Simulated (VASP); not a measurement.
# Cu (Fm-3m) in VASP: notebook, part 3 of 3

VASP 6.6.1. The steps go on from the part before.

## (4) Relaxation of cell and atoms, PBEsol, target pressure 290 GPa, at which the enthalpy is minimised

The input, INCAR:

```
ALGO = Normal
EDIFF = 1E-6
EDIFFG = -0.005
ENCUT = 600
GGA = PS
IBRION = 2
ISIF = 3
ISMEAR = -1
LASPH = True
LCHARG = False
LREAL = False
LWAVE = False
NELM = 80
NSW = 32
PREC = Accurate
PSTRESS = 2900.0
SIGMA = 0.08
```

The input, KPOINTS:

```
k-points
0
Gamma
  22 22 22
```

The input, POSCAR:

```
Cu
1.0
    0.0000000000      1.5071096623      1.5071096623
    1.5071096623      0.0000000000      1.5071096623
    1.5071096623      1.5071096623      0.0000000000
Cu
1
Direct
    0.0000000000      0.0000000000      0.0000000000
```

Potentials or basis: VASP PAW PBE potentials, release 64 (Cu).

On the command line:

```bash
cat potpaw_PBE.64/Cu/POTCAR > POTCAR
mpirun -np 1 vasp_std > vasp.out
```

OUTCAR:

```text
EDIFF = 1E-6
   EDIFFG = -0.005
   ENCUT = 600
   GGA = PS
   IBRION = 2
   ISIF = 3
   ISMEAR = -1
   LASPH = True
   LREAL = False
   NELM = 80
   NSW = 32
   PREC = Accurate
   PSTRESS = 2900.0

 ion  position               nearest neighbor table
   1  0.000  0.000  0.000-

  LATTYP: Found a face centered cubic cell.
 ALAT       =     3.0142193246

  Lattice vectors:

 A1 = (   0.0000000000,   1.5071096623,   1.5071096623)
 A2 = (   1.5071096623,   0.0000000000,   1.5071096623)
 A3 = (   1.5071096623,   1.5071096623,   0.0000000000)

Analysis of symmetry for initial positions (statically):
=====================================================================
 Subroutine PRICEL returns:
 Original cell was already a primitive cell.

 Routine SETGRP: Setting up the symmetry group for a
 face centered cubic supercell.

 Subroutine GETGRP returns: Found 48 space group operations
 (whereof 48 operations were pure point group operations)
 out of a pool of 48 trial point group operations.

The static configuration has the point symmetry O_h .

[... 164 lines left out ...]
  Direction    XX          YY          ZZ          XY          YZ          ZX
  --------------------------------------------------------------------------------------
  -------------------------------------------------------------------------------------
  Total       12.5189647     12.5189647     12.5189647     -0.0000000      0.0000000      0.0000000
  in kB     2929.6412406   2929.6412406   2929.6412406     -0.0000000      0.0000000      0.0000000
  external PRESSURE =      29.6412406 kB  Pullay stress =    2900.0000000 kB
[... 61 lines left out ...]
--------------------------------------- Ionic step        3  -------------------------------------------

 number of electron      11.0000001 magnetization

 Free energy of the ion-electron system (eV)
  ---------------------------------------------------
  ext. energy  EPLUGINS =         0.00000000
  ---------------------------------------------------
  free energy    TOTEN  =        -1.82395954 eV

  energy without entropy =       -1.81803248  energy(sigma->0) =       -1.82099601

 E-fermi :  16.8015     XC(G=0): -16.4236

 val. band max:       16.7999037975   @ k =   0.4545   0.2727   0.0000
 cond. band min:      16.8302937046   @ k =   0.4545   0.3182   0.0000
 fundamental gap:      0.0303899071
 Fermi energy:        16.8014711906

 k-point     1 :       0.0000    0.0000    0.0000
  band No.  band energies     occupation
      1       2.0982      2.00000
      2      11.0282      2.00000
      3      11.0282      2.00000
      4      11.0282      2.00000
      5      12.9494      2.00000
      6      12.9494      2.00000
      7      42.8576      0.00000
      8      50.1672      0.00000
      9      50.1672      0.00000
[... 265 lines left out ...]
 k-point    24 :      -0.4545    0.0455    0.0000
  band No.  band energies     occupation
      1       7.1649      2.00000
      2      10.8600      2.00000
      3      10.9742      2.00000
      4      12.8931      2.00000
      5      14.1806      2.00000
      6      14.9273      2.00000
      7      24.2875      0.00000
      8      40.9317      0.00000
      9      46.7412      0.00000

 [... further k-points ...]
[... 5 lines left out ...]
  --------------------------------------------------------------------------------------
  -------------------------------------------------------------------------------------
  Total       12.4221343     12.4221343     12.4221343      0.0000000     -0.0000000      0.0000000
  in kB     2900.2719548   2900.2719548   2900.2719548      0.0000000     -0.0000000      0.0000000
  external PRESSURE =       0.2719548 kB  Pullay stress =    2900.0000000 kB
[... 20 lines left out ...]
  energy  without entropy=       -1.8180324845  energy(sigma->0) =       -1.82099601

  enthalpy is  TOTEN    =        10.5970099498 eV   P V=       12.4209694879

 reached required accuracy - stopping structural energy minimisation
```

Run time: 40 s. Hardware: 1 thread of Intel Xeon 6975P-C, shared host; peak memory 0.15 GiB.

What came out:

```
Free energy                                            : -1.8240 eV
Relaxed volume                                         : 6.86 Å³/atom
Relaxed cell                                           : a = 2.133 Å, b = 2.133 Å, c = 2.133 Å, α = 60.00°, β = 60.00°, γ = 60.00°
Space group after relaxing (to 0.05 Å)                 : Fm-3m (No. 225)
Energy change on relaxing (the enthalpy is what falls) : -28.8 meV/atom
Ionic steps                                            : 3
Pressure after relaxing                                : 290.0 GPa
```

The path:
| step | energy change (eV) | largest force (eV/Å) | pressure (GPa) | volume (Å³) |
| --- | --- | --- | --- | --- |
| 1 | 0.0000 | 0.0000 | 292.96 | 6.85 |
| 2 | -0.2217 | 0.0000 | 270.03 | 6.97 |
| 3 | -0.0288 | 0.0000 | 290.03 | 6.86 |

Final structure:
```yaml
crystal:
  lattice:
    - [0.00000, 1.50827, 1.50827]
    - [1.50827, 0.00000, 1.50827]
    - [1.50827, 1.50827, 0.00000]
  atoms:
    - { symbol: Cu, position: [0.00000, 0.00000, 0.00000] }
```

Caveat: the cell is relaxed towards a set pressure, so the enthalpy falls and the energy may rise; the PAW data sets were made with another functional, which shifts forces and pressure a little.

## (5) Relaxation of cell and atoms, PBEsol, target pressure 290 GPa, at which the enthalpy is minimised

This run uses another cell than the first one, of 6.86 Å³/atom, 1.003 times its volume.

The input, INCAR:

```
PREC = Accurate
ENCUT = 600
EDIFF = 1E-6
ISMEAR = -1
SIGMA = 0.08
LREAL = False
LASPH = True
NELM = 60
ALGO = Normal
ISIF = 3
LWAVE = False
LCHARG = False
GGA = PS
IBRION = 2
NSW = 60
EDIFFG = -0.005
PSTRESS = 2900.0
```

The input, KPOINTS:

```
regular mesh
0
Gamma
  22 22 22
```

The input, POSCAR:

```
Cu
1.0
    0.0000000000      1.5083876701      1.5083876701
    1.5083876701      0.0000000000      1.5083876701
    1.5083876701      1.5083876701      0.0000000000
Cu
1
Direct
    0.0000000000      0.0000000000      0.0000000000
```

Potentials or basis: VASP PAW PBE potentials, release 64 (Cu).

On the command line:

```bash
cat potpaw_PBE.64/Cu/POTCAR > POTCAR
mpirun -np 1 vasp_std > vasp.out
```

OUTCAR:

```text
PREC = Accurate
   ENCUT = 600
   EDIFF = 1E-6
   ISMEAR = -1
   LREAL = False
   LASPH = True
   NELM = 60
   ISIF = 3
   GGA = PS
   IBRION = 2
   NSW = 60
   EDIFFG = -0.005
   PSTRESS = 2900.0

 ion  position               nearest neighbor table
   1  0.000  0.000  0.000-

  LATTYP: Found a face centered cubic cell.
 ALAT       =     3.0167753402

  Lattice vectors:

 A1 = (   0.0000000000,   1.5083876701,   1.5083876701)
 A2 = (   1.5083876701,   0.0000000000,   1.5083876701)
 A3 = (   1.5083876701,   1.5083876701,   0.0000000000)

Analysis of symmetry for initial positions (statically):
=====================================================================
 Subroutine PRICEL returns:
[... 397 lines left out ...]
  ---------------------------------------------------
  free energy    TOTEN  =        -1.82407116 eV

  energy without entropy =       -1.81814405  energy(sigma->0) =       -1.82110760

 E-fermi :  16.8012     XC(G=0): -16.4236

 val. band max:       16.7996420897   @ k =   0.4545   0.2727   0.0000
 cond. band min:      16.8300284262   @ k =   0.4545   0.3182   0.0000
 fundamental gap:      0.0303863365
 Fermi energy:        16.8012098407

 k-point     1 :       0.0000    0.0000    0.0000
  band No.  band energies     occupation
      1       2.0981      2.00000
      2      11.0281      2.00000
      3      11.0281      2.00000
      4      11.0281      2.00000
      5      12.9492      2.00000
      6      12.9492      2.00000
      7      42.8574      0.00000
      8      50.1669      0.00000
      9      50.1669      0.00000
[... 265 lines left out ...]
 k-point    24 :      -0.4545    0.0455    0.0000
  band No.  band energies     occupation
      1       7.1647      2.00000
      2      10.8598      2.00000
      3      10.9740      2.00000
      4      12.8929      2.00000
      5      14.1804      2.00000
      6      14.9271      2.00000
      7      24.2872      0.00000
      8      40.9315      0.00000
      9      46.7408      0.00000

 [... further k-points ...]
[... 5 lines left out ...]
  --------------------------------------------------------------------------------------
  -------------------------------------------------------------------------------------
  Total       12.4229752     12.4229752     12.4229752      0.0000000     -0.0000000      0.0000000
  in kB     2900.4442503   2900.4442503   2900.4442503      0.0000000     -0.0000000      0.0000000
  external PRESSURE =       0.4442503 kB  Pullay stress =    2900.0000000 kB
[... 20 lines left out ...]
  energy  without entropy=       -1.8181440488  energy(sigma->0) =       -1.82110760

  enthalpy is  TOTEN    =        10.5970012146 eV   P V=       12.4210723709

 reached required accuracy - stopping structural energy minimisation
```

Wall time 45 s (1 thread of Intel Xeon 6975P-C, shared host); peak memory 0.15 GiB.

Results:

```
Free energy                                            : -1.8241 eV
Relaxed volume                                         : 6.86 Å³/atom
Relaxed cell                                           : a = 2.133 Å, b = 2.133 Å, c = 2.133 Å, α = 60.00°, β = 60.00°, γ = 60.00°
Space group after relaxing (to 0.05 Å)                 : Fm-3m (No. 225)
Energy change on relaxing (the enthalpy is what falls) : +2.8 meV/atom
Ionic steps                                            : 7
Pressure after relaxing                                : 290.0 GPa
```

Step by step:
```csv
step,energy change (eV),largest force (eV/Å),pressure (GPa),volume (Å³)
1,0.0000,0.0000,289.69,6.86
2,0.0241,0.0000,292.06,6.85
3,0.0032,0.0000,290.13,6.86
4,0.0023,0.0000,289.35,6.86
5,0.0030,0.0000,290.38,6.86
6,0.0026,0.0000,289.77,6.86
7,0.0028,0.0000,290.04,6.86
```

Final structure:
```
Cu
1.0
     0.00000    1.50828    1.50828
     1.50828    0.00000    1.50828
     1.50828    1.50828    0.00000
Cu
1
Direct
  0.00000 0.00000 0.00000
```

Levels at points of the mesh, in eV from the Fermi level:
| k point | band 3 | band 4 | band 5 | band 6 | band 7 | band 8 | band 9 |
| --- | --- | --- | --- | --- | --- | --- | --- |
| (0.00, 0.00, 0.00) | -5.77 | -5.77 | -3.85 | -3.85 | 26.06 | 33.37 | 33.37 |
| (0.50, 0.00, 0.00) | -5.88 | -3.18 | -2.55 | -2.55 | 7.22 | 24.35 | 31.32 |
| (0.50, 0.50, 0.00) | -2.58 | -2.22 | -2.22 | 0.85 | 11.51 | 17.58 | 17.58 |

Caveat: the cell is relaxed towards a set pressure, so the enthalpy falls and the energy may rise; the PAW data sets were made with another functional, which shifts forces and pressure a little.

## (6) The runs side by side

```tsv
task	cell	cutoff (eV)	gap on the mesh (eV)	pressure (GPa)
single point	a = 2.131 Å, angles 60.0°, 1 atom	520	none	292.9
single point	a = 2.132 Å, angles 60.0°, 1 atom	520	none	292.5
relaxation of cell and atoms	relaxed to 290 GPa from a = 2.131 Å, angles 60.0°, 1 atom	600	none	290.0
relaxation of cell and atoms	relaxed to 290 GPa from a = 2.133 Å, angles 60.0°, 1 atom	600	none	290.0
```

Alike in all rows: level PBEsol; potentials or basis VASP PAW PBE potentials, release 64 (Cu); no spin polarisation; k mesh 22 × 22 × 22; smearing fermi-dirac 0.08 eV.

Caveats: the PAW data sets were made with another functional, which shifts forces and pressure a little; the cell is relaxed towards a set pressure, so the enthalpy falls and the energy may rise (some runs).

Total energies depend on the potentials used, so only differences within one code and one set of settings carry meaning.
